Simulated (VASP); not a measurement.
Here is a VASP 6.6.1 calculation.

The input INCAR:

```
PREC = Accurate ; ENCUT = 520
EDIFF = 1E-6 ; ISMEAR = 0
SIGMA = 0.1 ; LREAL = Auto
LASPH = T ; NELM = 100
ALGO = Normal ; ISIF = 2
LWAVE = F ; LCHARG = F
GGA = PE ; NBANDS = 58
```

File KPOINTS:

```
regular mesh
0
Gamma
  6 6 6
```

File POSCAR:

```
Rb2MgGaC6N6
1.0
    0.0000000000      5.4481722343      5.4481722343
    5.4481722343      0.0000000000      5.4481722343
    5.4481722343      5.4481722343      0.0000000000
Rb Mg Ga C N
2 1 1 6 6
Direct
    0.2500000000      0.2500000000      0.2500000000
    0.7500000000      0.7500000000      0.7500000000
    0.5000000000      0.5000000000      0.5000000000
    0.0000000000      0.0000000000      0.0000000000
    0.8049737783      0.1950262217      0.1950262217
    0.1950262217      0.8049737783      0.1950262217
    0.1950262217      0.1950262217      0.8049737783
    0.1950262217      0.8049737783      0.8049737783
    0.8049737783      0.1950262217      0.8049737783
    0.8049737783      0.8049737783      0.1950262217
    0.6969623723      0.3030376277      0.3030376277
    0.3030376277      0.6969623723      0.3030376277
    0.3030376277      0.3030376277      0.6969623723
    0.3030376277      0.6969623723      0.6969623723
    0.6969623723      0.3030376277      0.6969623723
    0.6969623723      0.6969623723      0.3030376277
```

Potentials or basis: VASP PAW PBE potentials, release 64 (Rb_sv, Mg, Ga_d, C, N).

Command:

```console
$ cat potpaw_PBE.64/Rb_sv/POTCAR potpaw_PBE.64/Mg/POTCAR potpaw_PBE.64/Ga_d/POTCAR potpaw_PBE.64/C/POTCAR potpaw_PBE.64/N/POTCAR > POTCAR
$ mpirun -np 1 vasp_std > vasp.out
```

Problem. Estimate the band gap on the k mesh.

Solution. Zero (an odd number of electrons rules out a gap without spin polarisation).

Problem. Estimate the pressure.

Solution. 0.3 GPa.

Problem. Estimate the largest force.

Solution. 0.390 eV/Å.

Forces in eV/Å, atoms in the order of the input:
```
Rb   0.000  0.000  0.000
Rb   0.000  0.000  0.000
Mg   0.000  0.000  0.000
Ga   0.000  0.000  0.000
C   -0.368  0.000  0.000
C    0.000 -0.368  0.000
C    0.000  0.000 -0.368
C    0.368  0.000  0.000
C    0.000  0.368  0.000
C    0.000  0.000  0.368
N    0.390  0.000  0.000
N    0.000  0.390  0.000
N    0.000  0.000  0.390
N   -0.390  0.000  0.000
N    0.000 -0.390  0.000
N    0.000  0.000 -0.390
```

Caveat: an odd number of electrons without spin polarisation forces a metal; a magnetic or distorted state may lie lower.
